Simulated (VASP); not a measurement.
Input of a VASP 6.6.1 run:

The input INCAR:

```
PREC     = Accurate       # precision mode
ENCUT    = 600            # plane-wave cutoff, eV
EDIFF    = 1E-8           # SCF threshold, eV
ISMEAR   = -1             # smearing method
SIGMA    = 0.05           # smearing width, eV
LREAL    = F              # projectors in reciprocal space
LASPH    = T              # aspherical terms in the spheres
NELM     = 100            # most SCF steps
ALGO     = Normal         # electronic algorithm
ISIF     = 3              # what is computed and relaxed
LWAVE    = F              # write WAVECAR
LCHARG   = T              # write CHGCAR
GGA      = PS             # functional
IBRION   = 6              # ionic algorithm
NFREE    = 2            
POTIM    = 0.015          # step
NSW      = 1              # ionic steps
```

KPOINTS

```
Automatic mesh
0
Gamma
  5 5 5
```

File POSCAR:

```
HgTe
1.0
    0.0000000000      3.1800000000      3.1800000000
    3.1800000000      0.0000000000      3.1800000000
    3.1800000000      3.1800000000      0.0000000000
Hg Te
1 1
Direct
    0.0000000000      0.0000000000      0.0000000000
    0.5000000000      0.5000000000      0.5000000000
```

Potentials or basis: VASP PAW PBE potentials, release 64 (Hg, Te).

Run with:

```console
$ cat potpaw_PBE.64/Hg/POTCAR potpaw_PBE.64/Te/POTCAR > POTCAR
$ mpirun -np 1 vasp_std > vasp.out
```

(1) What does it give for the elastic constants C11, C12, C44?

(2) What does it give for the Voigt bulk modulus?

(3) Predict the highest phonon frequency at Γ, LO-TO splitting left out.

Answers

(1) 29, 27, 12 GPa.

(2) 27 GPa.

(3) 36 cm⁻¹.

Caveat: the cell is under stress, which shifts elastic constants; the PAW data sets were made with another functional, which shifts forces and pressure a little.
